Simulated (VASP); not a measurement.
# Hg (P6_3/mmc) in VASP: further runs

The runs below take Hg through single point, with r2SCAN.

All numbers are computed with VASP 6.6.1; they aren't measurements. Logs are shortened: lines on timing, memory, paths and dates and some standing lists are left out, and cuts for length are marked.

## 1. The cell of the first run

Symmetry: P6_3/mmc, No. 194, hexagonal system. The conventional cell has a = 3.423 Å, b = 3.423 Å, c = 5.473 Å, α = 90.00°, β = 90.00°, γ = 120.00°. Within 4.4 Å of Hg (site symmetry -6m2) lie 12 Hg at 3.38 to 3.42 Å.

## 2. Single point, r2SCAN

File POSCAR:

```
Hg
1.0
    3.4226053158      0.0000000000      0.0000000000
   -1.7113026579      2.9640631506      0.0000000000
    0.0000000000      0.0000000000      5.4725647906
Hg
2
Direct
    0.3333333333      0.6666666667      0.2500000000
    0.6666666667      0.3333333333      0.7500000000
```

File INCAR.step1:

```
SYSTEM = Hg
ALGO = Normal
EDIFF = 1E-4
ENCUT = 520
GGA = PE
ISMEAR = -1
LASPH = .TRUE.
LCHARG = .FALSE.
LREAL = .FALSE.
LWAVE = .TRUE.
NBANDS = 19
NELM = 100
PREC = Accurate
SIGMA = 0.1
```

File INCAR.step2:

```
SYSTEM = Hg
ALGO = Normal
EDIFF = 1E-6
ENCUT = 520
ISIF = 2
ISMEAR = -1
ISTART = 1
LASPH = .TRUE.
LCHARG = .TRUE.
LELF = .TRUE.
LMIXTAU = .TRUE.
LREAL = .FALSE.
LVHAR = .TRUE.
LWAVE = .FALSE.
METAGGA = R2SCAN
NBANDS = 19
NELM = 100
PREC = Accurate
SIGMA = 0.1
```

File KPOINTS:

```
k-points
0
G
  12 12 7
  0 0 0
```

Potentials or basis: VASP PAW PBE potentials, release 64 (Hg).

On the command line:

```console
$ cat potpaw_PBE.64/Hg/POTCAR > POTCAR
$ cp INCAR.step1 INCAR
$ mpirun -np 1 vasp_std > vasp.out
$ cp INCAR.step2 INCAR
$ mpirun -np 1 vasp_std > vasp.out
```

OUTCAR:

```text
SYSTEM = Hg
   EDIFF = 1E-6
   ENCUT = 520
   ISIF = 2
   ISMEAR = -1
   ISTART = 1
   LASPH = .TRUE.
   LREAL = .FALSE.
   METAGGA = R2SCAN
   NELM = 100
   PREC = Accurate

 ion  position               nearest neighbor table
   1  0.333  0.667  0.250-   2 3.38   2 3.38   2 3.38   2 3.38   2 3.38   2 3.38
   2  0.667  0.333  0.750-   1 3.38   1 3.38   1 3.38   1 3.38   1 3.38   1 3.38

  LATTYP: Found a hexagonal cell.
 ALAT       =     3.4226053158
 C/A-ratio  =     1.5989470844

  Lattice vectors:

 A1 = (   3.4226053158,   0.0000000000,   0.0000000000)
 A2 = (  -1.7113026579,   2.9640631506,   0.0000000000)
 A3 = (   0.0000000000,   0.0000000000,   5.4725647906)

Analysis of symmetry for initial positions (statically):
=====================================================================
 Subroutine PRICEL returns:
 Original cell was already a primitive cell.

 Routine SETGRP: Setting up the symmetry group for a
 hexagonal supercell.

 Subroutine GETGRP returns: Found 24 space group operations
 (whereof 12 operations were pure point group operations)
 out of a pool of 24 trial point group operations.

The static configuration has the point symmetry D_3d.
 The point group associated with its full space group is D_6h.

Analysis of symmetry for dynamics (positions and initial velocities):
=====================================================================
 Subroutine PRICEL returns:
 Original cell was already a primitive cell.

 Routine SETGRP: Setting up the symmetry group for a
 hexagonal supercell.

 Subroutine GETGRP returns: Found 24 space group operations
 (whereof 12 operations were pure point group operations)
 out of a pool of 24 trial point group operations.

The dynamic configuration has the point symmetry D_3d.
 The point group associated with its full space group is D_6h.

 Subroutine INISYM returns: Found 24 space group operations
 (whereof 12 operations are pure point group operations),
 and found     1 'primitive' translations

----------------------------------------------------------------------------------------

                                     Primitive cell

  volume of cell :      55.5182

  direct lattice vectors                    reciprocal lattice vectors
     3.422605316  0.000000000  0.000000000     0.292175085  0.168687364  0.000000000
    -1.711302658  2.964063151  0.000000000     0.000000000  0.337374728  0.000000000
     0.000000000  0.000000000  5.472564791     0.000000000  0.000000000  0.182729678
[... 76 lines left out ...]
   ISTART =      1    job   : 0-new  1-cont  2-samecut
   ICHARG =      0    charge: 1-file 2-atom 10-const
   ISPIN  =      1    spin polarized calculation?
   LNONCOLLINEAR =      F non collinear calculations
   LSORBIT =      F    spin-orbit coupling
   LASPH  =      T    aspherical Exc in radial PAW
   ENCUT  =  520.0 eV  38.22 Ry    6.18 a.u.   6.36  6.36 10.18*2*pi/ulx,y,z
   NELM   =    100;   NELMIN=  2; NELMDL=  0     # of ELM steps
   EDIFF  = 0.1E-05   stopping-criterion for ELM
   LREAL  =      F    real-space projection
   EDIFFG = 0.1E-04   stopping-criterion for IOM
   NSW    =      0    number of steps for IOM
   IBRION =     -1    ionic relax: 0-MD 1-quasi-New 2-CG
   NFREE  =      0    steps in history (QN), initial steepest desc. (CG)
   ISIF   =      2    stress and relaxation
   ISYM   =      2    0-nonsym 1-usesym 2-fastsym
   POTIM  = 0.5000    time-step for ionic-motion
   TEBEG  =    0.0;   TEEND  =   0.0 temperature during run
   PSTRESS=    0.0 pullay stress
   NELECT =      24.0000    total number of electrons
   NUPDOWN=      -1.0000    fix difference up-down
   EMIN   =  10.00;   EMAX   =-10.00  energy-range for DOS
   EFERMI =   0.00;   METHOD = LEGACY
   ISMEAR =    -1;   SIGMA  =   0.10  broadening in eV -4-tet -1-fermi 0-gaus
   EFERMI_NEDOS =   21; number of points for ismear=-14 and -15
   IALGO  =     38    algorithm
   IMIX   =      4    mixing-type and parameters
     AMIX     =   0.40;   BMIX     =  1.00
     AMIX_MAG =   1.60;   BMIX_MAG =  1.00
  volume/ion in A,a.u.               =      27.76       187.33
  Fermi-wavevector in a.u.,A,eV,Ry     =   1.237847  2.339191 20.847722  1.532264
  Thomas-Fermi vector in A             =   2.372397
   LORBIT       =      0    0 simple, 1 ext, 2 COOP (PROOUT), +10 PAW based schemes
   METAGGA = R2SCAN    functional components
   LHFCALC =     F    Hartree Fock is set to
   AEXX    =    0.0000 exact exchange contribution
   IVDW    =     0    specifies the selected vdW correction
   LEPSILON=     F    determine dielectric tensor
   LRPA    =     F    only Hartree local field effects (RPA)
 non-spin polarized calculation
  energy-cutoff  :      520.00
  volume of cell :       55.52
 maximum number of plane-waves:      1511
 NGX is ok and might be reduce to    28
   NGX = 13   NGY = 13   NGZ = 21

 number of electron      23.9999998 magnetization

 Free energy of the ion-electron system (eV)
  ---------------------------------------------------
  ext. energy  EPLUGINS =         0.00000000
  ---------------------------------------------------
  free energy    TOTEN  =       -98.72681293 eV

  energy without entropy =      -98.71940449  energy(sigma->0) =      -98.72310871

 E-fermi :   1.1080     XC(G=0): -10.4930

 val. band max:        1.0100692072   @ k =   0.2500   0.2500   0.0000
 cond. band min:       1.1741544437   @ k =   0.5000   0.0000   0.4286
 fundamental gap:      0.1640852366
 Fermi energy:         1.1080390743

 k-point     1 :       0.0000    0.0000    0.0000
  band No.  band energies     occupation
      1      -6.5358      2.00000
      2      -6.0574      2.00000
      3      -5.4055      2.00000
      4      -5.3866      2.00000
      5      -5.3866      2.00000
      6      -5.2856      2.00000
[... 505 lines left out ...]
      6      -5.1975      2.00000
[... 11 lines left out ...]
     18      13.3646      0.00000
     19      13.3674      0.00000

 [... further k-points ...]
[... 5 lines left out ...]
  --------------------------------------------------------------------------------------
  -------------------------------------------------------------------------------------
  Total        0.0779878      0.0779878      0.0353626      0.0000000     -0.0000000      0.0000000
  in kB        2.2506200      2.2506200      1.0205147      0.0000000     -0.0000000      0.0000000
  external PRESSURE =       1.8405849 kB  Pullay stress =       0.0000000 kB

 VOLUME and BASIS-vectors are now :
 -----------------------------------------------------------------------------
  energy-cutoff  :      520.00
  volume of cell :       55.52
      direct lattice vectors                 reciprocal lattice vectors
     3.422605316  0.000000000  0.000000000     0.292175085  0.168687364  0.000000000
    -1.711302658  2.964063151  0.000000000     0.000000000  0.337374728  0.000000000
     0.000000000  0.000000000  5.472564791     0.000000000  0.000000000  0.182729678

 POSITION                                       TOTAL-FORCE (eV/Angst)
 -----------------------------------------------------------------------------------
     -0.00000      1.97604      1.36814        -0.000000     -0.000000      0.000000
      1.71130      0.98802      4.10442         0.000000      0.000000      0.000000
 -----------------------------------------------------------------------------------
    total drift:                               -0.000000      0.000000     -0.000000

  FREE ENERGIE OF THE ION-ELECTRON SYSTEM (eV)
  ---------------------------------------------------
  free  energy   TOTEN  =       -98.7268129273 eV

  energy  without entropy=      -98.7194044945  energy(sigma->0) =      -98.72310871
```

OUTCAR.step1:

```text
SYSTEM = Hg
   EDIFF = 1E-4
   ENCUT = 520
   GGA = PE
   ISMEAR = -1
   LASPH = .TRUE.
   LREAL = .FALSE.
[... 751 lines left out ...]
     -0.00000      1.97604      1.36814         0.000000     -0.000000      0.000000
      1.71130      0.98802      4.10442        -0.000000      0.000000      0.000000
 -----------------------------------------------------------------------------------
    total drift:                               -0.000000      0.000000     -0.000000

  FREE ENERGIE OF THE ION-ELECTRON SYSTEM (eV)
  ---------------------------------------------------
  free  energy   TOTEN  =        -0.3510768269 eV

  energy  without entropy=       -0.3410904979  energy(sigma->0) =       -0.34608366
```

OSZICAR.step1:

```text
N       E                     dE             d eps       ncg     rms          rms(c)
DAV:   1     0.176787798552E+03    0.17679E+03   -0.12328E+04  2888   0.120E+03
DAV:   2     0.401411525240E+01   -0.17277E+03   -0.16459E+03  3023   0.307E+02
DAV:   3    -0.374770963745E+00   -0.43889E+01   -0.43749E+01  3275   0.533E+01
DAV:   4    -0.382140475970E+00   -0.73695E-02   -0.73687E-02  3136   0.222E+00
DAV:   5    -0.382152936208E+00   -0.12460E-04   -0.12460E-04  2556   0.867E-02    0.302E+00
DAV:   6    -0.352247230981E+00    0.29906E-01   -0.75493E-02  3155   0.275E+00    0.236E+00
DAV:   7    -0.350870844167E+00    0.13764E-02   -0.13856E-02  3112   0.987E-01    0.956E-01
DAV:   8    -0.351051670148E+00   -0.18083E-03   -0.19404E-03  3073   0.474E-01    0.538E-02
DAV:   9    -0.351076826903E+00   -0.25157E-04   -0.18348E-05  1624   0.415E-02
   1 F= -.35107683E+00 E0= -.34608366E+00  d E =-.998633E-02
```

Run time: 5.9 min. Hardware: 1 thread of Intel Xeon Platinum 8488C (Sapphire Rapids), shared host; peak memory 0.22 GiB.

Results:

```
Free energy            : -98.7268 eV
Pressure               : 0.2 GPa
Band gap on the k mesh : zero (band 12 reaches 1.01 eV, above the bottom of band 13 at 0.75 eV)
```

Caveat: the PAW data sets were made with another functional, which shifts forces and pressure a little; spin-orbit coupling is left out, which moves the levels of the heavy elements.

## 3. Single point, r2SCAN (volume scaled by 1.04)

File POSCAR:

```
Hg
1.0
    3.4676447613      0.0000000000      0.0000000000
   -1.7338223806      3.0030684545      0.0000000000
    0.0000000000      0.0000000000      5.5445804806
Hg
2
Direct
    0.3333333333      0.6666666667      0.2500000000
    0.6666666667      0.3333333333      0.7500000000
```

File INCAR.step1:

```
SYSTEM = Hg
PREC = Accurate
ENCUT = 520
ISMEAR = -1
SIGMA = 0.1
LREAL = .FALSE.
LASPH = .TRUE.
NELM = 100
NBANDS = 19
GGA = PE
ALGO = Normal
EDIFF = 1E-4
LWAVE = .TRUE.
LCHARG = .FALSE.
```

File INCAR.step2:

```
SYSTEM = Hg
PREC = Accurate
ENCUT = 520
EDIFF = 1E-6
ISMEAR = -1
SIGMA = 0.1
LREAL = .FALSE.
LASPH = .TRUE.
NELM = 100
ALGO = Normal
ISIF = 2
LWAVE = .FALSE.
LCHARG = .TRUE.
METAGGA = R2SCAN
LMIXTAU = .TRUE.
LELF = .TRUE.
LVHAR = .TRUE.
NBANDS = 19
ISTART = 1
```

File KPOINTS:

```
Automatic mesh
0
G
  12 12 7
  0 0 0
```

Potentials or basis: VASP PAW PBE potentials, release 64 (Hg).

On the command line:

```console
$ cat potpaw_PBE.64/Hg/POTCAR > POTCAR
$ cp INCAR.step1 INCAR
$ mpirun -np 1 vasp_std > vasp.out
$ cp INCAR.step2 INCAR
$ mpirun -np 1 vasp_std > vasp.out
```

Wall time 6.3 min (1 thread of Intel Xeon Platinum 8488C (Sapphire Rapids), shared host); peak memory 0.23 GiB.

It converged, with:

```yaml
Free_energy: -98.7266 eV
Pressure: -0.4 GPa
Band_gap_on_the_k_mesh: zero (band 12 reaches 0.65 eV, above the bottom of band 13 at 0.64 eV)
```

Stress tensor (GPa, compression positive):
```
-0.30  0.00  0.00
 0.00 -0.30  0.00
 0.00  0.00 -0.49
```

Levels at points of the mesh, in eV from the Fermi level:
```csv
k point,band 9,band 10,band 11,band 12,band 13,band 14,band 15,band 16
"(0.00, 0.00, 0.00)",-6.19,-5.69,-5.69,-1.50,-0.19,11.40,11.40,13.34
"(0.50, 0.00, 0.00)",-5.61,-5.61,-2.32,-1.60,2.57,3.50,4.42,6.91
```

Caveat: the PAW data sets were made with another functional, which shifts forces and pressure a little; spin-orbit coupling is left out, which moves the levels of the heavy elements.
